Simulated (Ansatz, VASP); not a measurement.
# Two plane-wave programs on AgCl

POSCAR

```
AgCl
1.0
   -0.0891116398      2.6840721728      2.6840721728
    2.6840721728     -0.0891116398      2.6840721728
    2.6840721728      2.6840721728     -0.0891116398
Ag Cl
1 1
Direct
    0.0000000000      0.0000000000      0.0000000000
    0.5000000000      0.5000000000      0.5000000000
```

File INCAR.step1:

```
SYSTEM = AgCl
PREC = Accurate
ENCUT = 520
ISMEAR = 0
SIGMA = 0.01
LREAL = .FALSE.
LASPH = .TRUE.
NELM = 100
NBANDS = 16
GGA = PE
ALGO = Normal
EDIFF = 1E-4
LWAVE = .TRUE.
LCHARG = .FALSE.
```

File INCAR.step2:

```
SYSTEM = AgCl
PREC = Accurate
ENCUT = 520
EDIFF = 1E-6
ISMEAR = 0
SIGMA = 0.01
LREAL = .FALSE.
LASPH = .TRUE.
NELM = 100
ALGO = Normal
ISIF = 2
LWAVE = .FALSE.
LCHARG = .FALSE.
METAGGA = R2SCAN
LMIXTAU = .TRUE.
NBANDS = 16
ISTART = 1
```

Contents of KPOINTS:

```
regular mesh
0
G
  8 8 8
  0 0 0
```

Input for Ansatz:

```yaml
crystal:
  lattice:
    - [-0.0891116398, 2.6840721728, 2.6840721728]
    - [2.6840721728, -0.0891116398, 2.6840721728]
    - [2.6840721728, 2.6840721728, -0.0891116398]
  atoms:
    - { symbol: Ag, position: [0.0, 0.0, 0.0] }
    - { symbol: Cl, position: [0.5, 0.5, 0.5] }
kpoints:
  mp_grid: { grid: [8, 8, 8] }
  band_path:
    path:
      - [0.0, 0.0, 0.0]
      - [0.5, 0.0, 0.5]
      - [0.625, 0.25, 0.625]
      - [0.375, 0.375, 0.75]
      - [0.5, 0.5, 0.5]
      - [0.5, 0.25, 0.75]
      - [0.0375, 0.0375, 0.075]
    npoints: 1
hamiltonian:
  xc: r2scan
scf:
  occupations: { method: fixed }
  n_extra_bands: 4
output:
  forces: true
  stress: true
  eigenvalues: true
```

Change from the starting cell: shear_111 strain -4.8%.

Alike in both runs: task single point; functional r2SCAN; k mesh 8 × 8 × 8; no spin polarisation.

|  | VASP | Ansatz |
| --- | --- | --- |
| version | VASP 6.6.1 | Ansatz 0.2.0 |
| potentials or method | VASP PAW PBE potentials, release 64 (Ag, Cl) | plane waves, PAW |
| plane-wave cutoff (eV) | 520 | 500 |
| occupations | gaussian, width 0.01 eV | fixed |
| valence electrons in the cell | 18 | 26 |

|  | VASP | Ansatz | Ansatz less VASP |
| --- | --- | --- | --- |
| gap on the k mesh at the Fermi level (eV) | 1.38 | 1.44 | +0.054 |
| pressure (GPa) | 2.6 | 2.7 | +0.07 |
| traceless stress, the component that is largest in VASP (GPa) | 0.11 | 0.12 | +0.007 |

VASP's potentials were made for PBE, not for r2SCAN. VASP's potentials hold 18 valence electrons a cell and Ansatz's 26, so a difference there can come from the potentials and not from the codes.
